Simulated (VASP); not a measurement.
Write the native input for VASP 6.6.1 that does the following.

| Quantity | Value |
| --- | --- |
| Task | single point |
| Functional | LDA |
| Potentials or basis | VASP PAW LDA potentials, release 64 (Y_sv, Sb) |
| Cutoff | 520 eV |
| k mesh | 12 × 12 × 12 |
| Occupations | fermi-dirac, width 0.1 eV |
| Spin | no spin polarisation |
| Dipole correction | no |
| Further INCAR settings | ALGO = Normal; EDIFF = 1e-07; NBANDS = 15 |

The structure of YSb (zincblende type) lies in POSCAR:

```
YSb
1.0
    0.0000000000      3.3958157526      3.3958157526
    3.3958157526      0.0000000000      3.3958157526
    3.3958157526      3.3958157526      0.0000000000
Y Sb
1 1
Direct
    0.0000000000      0.0000000000      0.0000000000
    0.2500000000      0.2500000000      0.2500000000
```

The input as run:

INCAR

```
PREC = Accurate ; ENCUT = 520
EDIFF = 1E-7 ; ISMEAR = -1
SIGMA = 0.1 ; LREAL = F
LASPH = T ; NELM = 80
ALGO = Normal ; ISIF = 2
LWAVE = F ; LCHARG = T
GGA = CA ; LELF = T
LVHAR = T ; NBANDS = 15
```

KPOINTS

```
regular mesh
0
Gamma
  12 12 12
```

Potentials or basis: VASP PAW LDA potentials, release 64 (Y_sv, Sb).

Launch:

```bash
$ cat potpaw_LDA.64/Y_sv/POTCAR potpaw_LDA.64/Sb/POTCAR > POTCAR
$ mpirun -np 1 vasp_std > vasp.out
```

Results of the run:

```yaml
Pressure: 0.1 GPa
Band_gap_on_the_k_mesh: 1.29 eV, direct
```

Caveat: spin-orbit coupling is left out, which moves the levels of the heavy elements.

It took 3.7 min on 1 thread of AMD EPYC 7R13, on a shared host, peak memory 0.22 GiB.
